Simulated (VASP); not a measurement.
# AlRu (Pm-3m) in VASP: a series of runs

The runs below take AlRu through single point, relaxation of cell and atoms, with PBEsol.

Program: VASP 6.6.1. These are calculated values, not measurements. Logs are shortened: lines on timing, memory, paths and dates and some standing lists are left out, and cuts for length are marked.

## (1) The cell of the first run

It takes space group Pm-3m (No. 221, cubic). Conventional cell: a = 2.976 Å, b = 2.976 Å, c = 2.976 Å, α = 90.00°, β = 90.00°, γ = 90.00°. Within 3.4 Å of Al (site symmetry m-3m) lie 8 Ru at 2.58 Å and 6 Al at 2.98 Å. Ru (site symmetry m-3m) has 8 Al at 2.58 Å and 6 Ru at 2.98 Å within 3.4 Å.

## (2) Single point, PBEsol

INCAR reads:

```
SYSTEM = AlRu
ALGO     = Fast           ! electronic algorithm
EDIFF    = 1E-6           ! SCF threshold, eV
ENCUT    = 520            ! plane-wave cutoff, eV
GGA      = PS             ! functional
ISIF     = 2              ! what is computed and relaxed
ISMEAR   = 0              ! smearing method
LASPH    = .True.         ! aspherical terms in the spheres
LCHARG   = .False.        ! write CHGCAR
LREAL    = .False.        ! projectors in reciprocal space
LWAVE    = .False.        ! write WAVECAR
NBANDS   = 16             ! bands
NELM     = 80             ! most SCF steps
PREC     = Accurate       ! precision mode
SIGMA    = 0.1            ! smearing width, eV
```

KPOINTS reads:

```
k-points
0
Gamma
  14 14 14
  0 0 0
```

POSCAR reads:

```
AlRu
1.0
    2.9763250960      0.0000000000      0.0000000000
    0.0000000000      2.9763250960      0.0000000000
    0.0000000000      0.0000000000      2.9763250960
Al Ru
1 1
Direct
    0.0000000000      0.0000000000      0.0000000000
    0.5000000000      0.5000000000      0.5000000000
```

Potentials or basis: VASP PAW PBE potentials, release 64 (Al, Ru_pv).

Started as:

```sh
cat potpaw_PBE.64/Al/POTCAR potpaw_PBE.64/Ru_pv/POTCAR > POTCAR
mpirun -np 1 vasp_std > vasp.out
```

OUTCAR:

```text
SYSTEM = AlRu
   EDIFF = 1E-6
   ENCUT = 520
   GGA = PS
   ISIF = 2
   ISMEAR = 0
   LASPH = .True.
   LREAL = .False.
   NELM = 80
   PREC = Accurate

 ion  position               nearest neighbor table
   1  0.000  0.000  0.000-   2 2.58   2 2.58   2 2.58   2 2.58   2 2.58   2 2.58   2 2.58   2 2.58

   2  0.500  0.500  0.500-   1 2.58   1 2.58   1 2.58   1 2.58   1 2.58   1 2.58   1 2.58   1 2.58

  LATTYP: Found a simple cubic cell.
 ALAT       =     2.9763250960

  Lattice vectors:

 A1 = (   2.9763250960,   0.0000000000,   0.0000000000)
 A2 = (   0.0000000000,   2.9763250960,   0.0000000000)
 A3 = (   0.0000000000,   0.0000000000,   2.9763250960)

Analysis of symmetry for initial positions (statically):
=====================================================================
 Subroutine PRICEL returns:
 Original cell was already a primitive cell.

 Routine SETGRP: Setting up the symmetry group for a
 simple cubic supercell.

 Subroutine GETGRP returns: Found 48 space group operations
[... 9 lines left out ...]

 Routine SETGRP: Setting up the symmetry group for a
 simple cubic supercell.

 Subroutine GETGRP returns: Found 48 space group operations
[... 11 lines left out ...]
                                     Primitive cell

  volume of cell :      26.3658

  direct lattice vectors                    reciprocal lattice vectors
     2.976325096  0.000000000  0.000000000     0.335984803  0.000000000  0.000000000
     0.000000000  2.976325096  0.000000000     0.000000000  0.335984803  0.000000000
     0.000000000  0.000000000  2.976325096     0.000000000  0.000000000  0.335984803

  length of vectors
     2.976325096  2.976325096  2.976325096     0.335984803  0.335984803  0.335984803

  position of ions in fractional coordinates (direct lattice)
     0.000000000  0.000000000  0.000000000
     0.500000000  0.500000000  0.500000000

  ion indices of the primitive-cell ions
   primitive index   ion index
                 1           1
                 2           2

----------------------------------------------------------------------------------------

 KPOINTS: k-points

Automatic generation of k-mesh.
 Grid dimensions read from file:
 generate k-points for:   14   14   14

 Generating k-lattice:

  Cartesian coordinates                     Fractional coordinates (reciprocal lattice)
     0.023998914  0.000000000  0.000000000     0.071428571  0.000000000  0.000000000
     0.000000000  0.023998914  0.000000000     0.000000000  0.071428571  0.000000000
     0.000000000  0.000000000  0.023998914     0.000000000  0.000000000  0.071428571

  Length of vectors
     0.023998914  0.023998914  0.023998914

  Shift w.r.t. Gamma in fractional coordinates (k-lattice)
     0.000000000  0.000000000  0.000000000

 Subroutine IBZKPT returns following result:
 ===========================================

 Found    120 irreducible k-points:

 Following reciprocal coordinates:
            Coordinates               Weight
  0.000000  0.000000  0.000000      1.000000
  0.071429  0.000000  0.000000      6.000000
  0.142857  0.000000  0.000000      6.000000
  0.214286  0.000000  0.000000      6.000000
  0.285714  0.000000  0.000000      6.000000
  0.357143  0.000000  0.000000      6.000000
[... 16 lines left out ...]
  0.285714  0.214286  0.000000     24.000000
  0.357143  0.214286  0.000000     24.000000
 [... further k-points ...]
   k-points           NKPTS =    120   k-points in BZ     NKDIM =    120   number of bands    NBANDS=     16
   number of dos      NEDOS =    301   number of ions     NIONS =      2
   total plane-waves  NPLWV =  13824
   dimension x,y,z NGX =    24 NGY =   24 NGZ =   24
   dimension x,y,z NGXF=    48 NGYF=   48 NGZF=   48
   ions per type =               1   1
   NGX,Y,Z   is equivalent  to a cutoff of  13.41, 13.41, 13.41 a.u.
   NGXF,Y,Z  is equivalent  to a cutoff of  26.81, 26.81, 26.81 a.u.
 SYSTEM =  AlRu
   PREC   = accura    normal or accurate (medium, high low for compatibility)
   ISTART =      0    job   : 0-new  1-cont  2-samecut
   ICHARG =      2    charge: 1-file 2-atom 10-const
   ISPIN  =      1    spin polarized calculation?
   LNONCOLLINEAR =      F non collinear calculations
   LSORBIT =      F    spin-orbit coupling
   LASPH  =      T    aspherical Exc in radial PAW
   ENCUT  =  520.0 eV  38.22 Ry    6.18 a.u.   5.53  5.53  5.53*2*pi/ulx,y,z
   NELM   =     80;   NELMIN=  2; NELMDL= -5     # of ELM steps
   EDIFF  = 0.1E-05   stopping-criterion for ELM
   LREAL  =      F    real-space projection
   EDIFFG = 0.1E-04   stopping-criterion for IOM
   NSW    =      0    number of steps for IOM
   IBRION =     -1    ionic relax: 0-MD 1-quasi-New 2-CG
   NFREE  =      0    steps in history (QN), initial steepest desc. (CG)
   ISIF   =      2    stress and relaxation
   ISYM   =      2    0-nonsym 1-usesym 2-fastsym
   POTIM  = 0.5000    time-step for ionic-motion
   TEBEG  =    0.0;   TEEND  =   0.0 temperature during run
   PSTRESS=    0.0 pullay stress
   NELECT =      17.0000    total number of electrons
   NUPDOWN=      -1.0000    fix difference up-down
   EMIN   =  10.00;   EMAX   =-10.00  energy-range for DOS
   EFERMI =   0.00;   METHOD = LEGACY
   ISMEAR =     0;   SIGMA  =   0.10  broadening in eV -4-tet -1-fermi 0-gaus
   EFERMI_NEDOS =   21; number of points for ismear=-14 and -15
   IALGO  =     68    algorithm
   IMIX   =      4    mixing-type and parameters
     AMIX     =   0.40;   BMIX     =  1.00
     AMIX_MAG =   1.60;   BMIX_MAG =  1.00
  volume/ion in A,a.u.               =      13.18        88.96
  Fermi-wavevector in a.u.,A,eV,Ry     =   1.414308  2.672655 27.215300  2.000268
  Thomas-Fermi vector in A             =   2.535864
   LORBIT       =      0    0 simple, 1 ext, 2 COOP (PROOUT), +10 PAW based schemes
   GGA     = PS    functional components
   LHFCALC =     F    Hartree Fock is set to
   AEXX    =    0.0000 exact exchange contribution
   IVDW    =     0    specifies the selected vdW correction
   LEPSILON=     F    determine dielectric tensor
   LRPA    =     F    only Hartree local field effects (RPA)
 non-spin polarized calculation
 RMM-DIIS sequential band-by-band and
 Gauss-broadening in eV      SIGMA  =   0.10
  energy-cutoff  :      520.00
  volume of cell :       26.37
 maximum number of plane-waves:       739
 NGX is ok and might be reduce to    24
   NGX = 11   NGY = 11   NGZ = 11

 number of electron      16.9999996 magnetization

 Free energy of the ion-electron system (eV)
  ---------------------------------------------------
  ext. energy  EPLUGINS =         0.00000000
  ---------------------------------------------------
  free energy    TOTEN  =       -15.51853221 eV

  energy without entropy =      -15.50925369  energy(sigma->0) =      -15.51389295

 E-fermi :  10.8131     XC(G=0): -12.7664

 val. band max:       10.8041791980   @ k =   0.5000   0.2857   0.1429
 cond. band min:      10.8243262760   @ k =   0.1429   0.0714   0.0714
 fundamental gap:      0.0201470780
 Fermi energy:        10.8131489225

 k-point     1 :       0.0000    0.0000    0.0000
  band No.  band energies     occupation
      1     -30.8995      2.00000
      2     -30.8995      2.00000
      3     -30.8995      2.00000
      4       1.0403      2.00000
      5       7.1410      2.00000
      6       7.1410      2.00000
[... 8 lines left out ...]
     15      22.8135      0.00000
     16      26.1864      0.00000

 k-point     2 :       0.0714    0.0000    0.0000
  band No.  band energies     occupation
      1     -30.9108      2.00000
      2     -30.8986      2.00000
      3     -30.8986      2.00000
      4       1.1400      2.00000
      5       7.1762      2.00000
      6       7.1774      2.00000
[... 8 lines left out ...]
     15      22.8142      0.00000
     16      26.4940      0.00000

 k-point     3 :       0.1429    0.0000    0.0000
  band No.  band energies     occupation
      1     -30.9421      2.00000
      2     -30.8960      2.00000
      3     -30.8960      2.00000
      4       1.4341      2.00000
      5       7.2588      2.00000
      6       7.2773      2.00000
[... 8 lines left out ...]
     15      22.9993      0.00000
     16      27.4627      0.00000

 k-point     4 :       0.2143    0.0000    0.0000
  band No.  band energies     occupation
      1     -30.9871      2.00000
      2     -30.8921      2.00000
      3     -30.8921      2.00000
      4       1.9091      2.00000
      5       7.2968      2.00000
      6       7.4303      2.00000
[... 8 lines left out ...]
     15      23.5511      0.00000
     16      28.0969      0.00000

 k-point     5 :       0.2857    0.0000    0.0000
  band No.  band energies     occupation
      1     -31.0368      2.00000
      2     -30.8879      2.00000
      3     -30.8879      2.00000
      4       2.5432      2.00000
      5       7.1510      2.00000
      6       7.6108      2.00000
[... 8 lines left out ...]
     15      23.9117      0.00000
     16      26.7897      0.00000

 k-point     6 :       0.3571    0.0000    0.0000
  band No.  band energies     occupation
      1     -31.0813      2.00000
      2     -30.8841      2.00000
      3     -30.8841      2.00000
      4       3.3074      2.00000
      5       6.7081      2.00000
      6       7.7847      2.00000
[... 8 lines left out ...]
     15      25.5195      0.00000
     16      25.5202      0.00000

 k-point     7 :       0.4286    0.0000    0.0000
  band No.  band energies     occupation
      1     -31.1118      2.00000
      2     -30.8814      2.00000
      3     -30.8814      2.00000
      4       4.1593      2.00000
      5       5.9968      2.00000
      6       7.9123      2.00000
[... 8 lines left out ...]
     15      24.3846      0.00000
     16      24.3846      0.00000

 k-point     8 :       0.5000    0.0000    0.0000
  band No.  band energies     occupation
      1     -31.1227      2.00000
      2     -30.8805      2.00000
      3     -30.8805      2.00000
      4       4.8768      2.00000
      5       5.3131      2.00000
      6       7.9595      2.00000
[... 8 lines left out ...]
     15      23.7727      0.00000
     16      24.2225      0.00000

 k-point     9 :       0.0714    0.0714    0.0000
  band No.  band energies     occupation
      1     -30.9103      2.00000
      2     -30.9093      2.00000
      3     -30.8977      2.00000
      4       1.2388      2.00000
      5       7.2104      2.00000
      6       7.2166      2.00000
[... 8 lines left out ...]
     15      22.8144      0.00000
     16      26.7744      0.00000
[... 172 lines left out ...]
 k-point    19 :       0.3571    0.1429    0.0000
  band No.  band energies     occupation
      1     -31.0762      2.00000
      2     -30.9251      2.00000
      3     -30.8804      2.00000
      4       3.6052      2.00000
      5       6.7771      2.00000
      6       7.9653      2.00000
[... 8 lines left out ...]
     15      24.0926      0.00000
     16      25.3401      0.00000

 k-point    20 :       0.4286    0.1429    0.0000
  band No.  band energies     occupation
      1     -31.1066      2.00000
      2     -30.9222      2.00000
      3     -30.8778      2.00000
      4       4.4134      2.00000
      5       6.0751      2.00000
      6       8.1170      2.00000
[... 8 lines left out ...]
     15      22.9389      0.00000
     16      24.2007      0.00000

 k-point    21 :       0.5000    0.1429    0.0000
  band No.  band energies     occupation
      1     -31.1174      2.00000
      2     -30.9212      2.00000
      3     -30.8768      2.00000
      4       5.2154      2.00000
      5       5.3012      2.00000
      6       8.1789      2.00000
[... 8 lines left out ...]
     15      22.8671      0.00000
     16      23.3123      0.00000

 k-point    22 :       0.2143    0.2143    0.0000
  band No.  band energies     occupation
      1     -30.9808      2.00000
      2     -30.9757      2.00000
      3     -30.8847      2.00000
      4       2.7036      2.00000
      5       7.4320      2.00000
      6       7.7994      2.00000
[... 8 lines left out ...]
     15      25.5149      0.00000
     16      25.7688      0.00000

 k-point    23 :       0.2857    0.2143    0.0000
  band No.  band energies     occupation
      1     -31.0273      2.00000
      2     -30.9731      2.00000
      3     -30.8804      2.00000
      4       3.2676      2.00000
      5       7.2506      2.00000
      6       8.0043      2.00000
[... 8 lines left out ...]
     15      24.6493      0.00000
     16      26.2382      0.00000

 k-point    24 :       0.3571    0.2143    0.0000
  band No.  band energies     occupation
      1     -31.0709      2.00000
      2     -30.9686      2.00000
      3     -30.8766      2.00000
      4       3.9259      2.00000
      5       6.8145      2.00000
      6       8.1977      2.00000
[... 8 lines left out ...]
     15      23.5187      0.00000
     16      25.2835      0.00000

 [... further k-points ...]
[... 5 lines left out ...]
  --------------------------------------------------------------------------------------
  -------------------------------------------------------------------------------------
  Total        0.0044676      0.0044676      0.0044676      0.0000000      0.0000000      0.0000000
  in kB        0.2714818      0.2714818      0.2714818      0.0000000      0.0000000      0.0000000
  external PRESSURE =       0.2714818 kB  Pullay stress =       0.0000000 kB

 VOLUME and BASIS-vectors are now :
 -----------------------------------------------------------------------------
  energy-cutoff  :      520.00
  volume of cell :       26.37
      direct lattice vectors                 reciprocal lattice vectors
     2.976325096  0.000000000  0.000000000     0.335984803  0.000000000  0.000000000
     0.000000000  2.976325096  0.000000000     0.000000000  0.335984803  0.000000000
     0.000000000  0.000000000  2.976325096     0.000000000  0.000000000  0.335984803

 POSITION                                       TOTAL-FORCE (eV/Angst)
 -----------------------------------------------------------------------------------
      0.00000      0.00000      0.00000         0.000000      0.000000      0.000000
      1.48816      1.48816      1.48816         0.000000      0.000000      0.000000
 -----------------------------------------------------------------------------------
    total drift:                                0.000000     -0.000000     -0.000000

  FREE ENERGIE OF THE ION-ELECTRON SYSTEM (eV)
  ---------------------------------------------------
  free  energy   TOTEN  =       -15.5185322066 eV

  energy  without entropy=      -15.5092536920  energy(sigma->0) =      -15.51389295
```

Run time: 13 s. Hardware: 1 thread of Intel Xeon 6975P-C (Granite Rapids), shared host; peak memory 0.16 GiB.

What came out:

```yaml
Free_energy: -15.5185 eV
Pressure: 0.0 GPa
```

Caveat: the PAW data sets were made with another functional, which shifts forces and pressure a little.

(Continued in part 2 of 2.)
